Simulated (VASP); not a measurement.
O: single point with PBEsol

The system is O.

```xyz
1
Lattice="0.0000 1.5276 1.5276 1.5276 0.0000 1.5276 1.5276 1.5276 0.0000" Properties=species:S:1:pos:R:3 pbc="T T T"
O     0.0000    0.0000    0.0000
```

This cell differs from its parent crystal: volume scaled by 0.95.

```json
{
  "Program": "VASP 6.6.1",
  "Task": "single point",
  "Functional": "PBEsol",
  "Potentials or basis": "VASP PAW PBE potentials, release 64 (O)",
  "Cutoff": "520 eV",
  "k mesh": "18 × 18 × 18",
  "Occupations": "fermi-dirac, width 0.08 eV",
  "Spin": "no spin polarisation",
  "Dipole correction": "no",
  "Further INCAR settings": "ALGO = Normal; EDIFF = 1e-06; NBANDS = 9"
}
```

```
Pressure               : 9.4 GPa
Band gap on the k mesh : zero (band 3 reaches 5.54 eV, above the bottom of band 4 at 1.49 eV)
```

Levels at points of the mesh, in eV from the Fermi level:
```
           k point  band 1  band 2  band 3  band 4  band 5  band 6  band 7  band 8
(0.00, 0.00, 0.00)  -22.37    2.20    2.20    2.20   20.13   35.77   35.77   35.77
(0.50, 0.00, 0.00)  -17.15   -7.86    1.27    1.27   22.64   26.42   33.16   33.16
(0.50, 0.50, 0.00)  -15.37   -6.61   -0.87   -0.87   17.08   22.00   31.48   42.13
```

Run time: 13 s on 1 thread of AMD EPYC 7R43 64-Core Processor (Zen 3) (shared host), peak memory 0.08 GiB.

Caveat: the PAW data sets were made with another functional, which shifts forces and pressure a little.
